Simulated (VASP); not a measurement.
A run of VASP 6.6.1:

INCAR

```
SYSTEM = Ta
ALGO     = Normal         ! electronic algorithm
EDIFF    = 1E-6           ! SCF threshold, eV
ENCUT    = 520            ! plane-wave cutoff, eV
GGA      = CA             ! functional
ISIF     = 2              ! what is computed and relaxed
ISMEAR   = -1             ! smearing method
LASPH    = .True.         ! aspherical terms in the spheres
LCHARG   = .False.        ! write CHGCAR
LREAL    = .False.        ! projectors in reciprocal space
LWAVE    = .False.        ! write WAVECAR
NBANDS   = 12             ! bands
NELM     = 60             ! most SCF steps
PREC     = Accurate       ! precision mode
SIGMA    = 0.1            ! smearing width, eV
```

KPOINTS

```
k-points
0
Gamma
  14 14 14
  0 0 0
```

POSCAR

```
Ta
1.0
   -1.6276710318      1.6276710318      1.6276710318
    1.6276710318     -1.6276710318      1.6276710318
    1.6276710318      1.6276710318     -1.6276710318
Ta
1
Direct
    0.0000000000      0.0000000000      0.0000000000
```

Potentials or basis: VASP PAW LDA potentials, release 64 (Ta_pv).

Launch:

```console
$ cat potpaw_LDA.64/Ta_pv/POTCAR > POTCAR
$ mpirun -np 1 vasp_std > vasp.out
```

Hardware: 1 thread of Intel Xeon 8259CL (shared host).

Estimate the wall time of this run.

Run time: 20 s on 1 thread of Intel Xeon 8259CL, on a shared host, peak memory 0.14 GiB. Counts: scf iterations 10, k points 104.
